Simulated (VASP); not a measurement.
Bi:

```
Bi
1.0
     3.19544    0.00000    0.00000
     0.00000    3.19544    0.00000
     0.00000    0.00000    3.19544
Bi
1
Cartesian
  0.0000 0.0000 0.0000
```

| Property | Result |
| --- | --- |
| Program | VASP 6.6.1 |
| Task | relaxation of cell and atoms |
| Functional | PBEsol |
| Potentials or basis | VASP PAW PBE potentials, release 64 (Bi_d) |
| Cutoff | 600 eV |
| k mesh | 14 × 14 × 14 |
| Occupations | gaussian, width 0.1 eV |
| Spin | no spin polarisation |

At the start: pressure 1.4 GPa; volume 32.63 Å³/atom.

How do energy, volume and symmetry change on relaxing?

Over 4 steps the energy falls by 3.3 meV/atom and the volume is 33.44 Å³/atom (+2.5 %); space group Pm-3m (No. 221, to 0.05 Å).

The path:
| step | energy change (eV) | largest force (eV/Å) | pressure (GPa) | volume (Å³) |
| --- | --- | --- | --- | --- |
| 1 | 0.0000 | 0.0000 | 1.42 | 32.63 |
| 2 | -0.0016 | 0.0000 | -0.88 | 34.01 |
| 3 | -0.0033 | 0.0000 | 0.05 | 33.41 |
| 4 | -0.0033 | 0.0000 | 0.05 | 33.44 |

Final structure:
```
Bi
1.0
     3.22186    0.00000    0.00000
     0.00000    3.22186    0.00000
     0.00000    0.00000    3.22186
Bi
1
Direct
  0.00000 0.00000 0.00000
```

Caveat: the PAW data sets were made with another functional, which shifts forces and pressure a little.
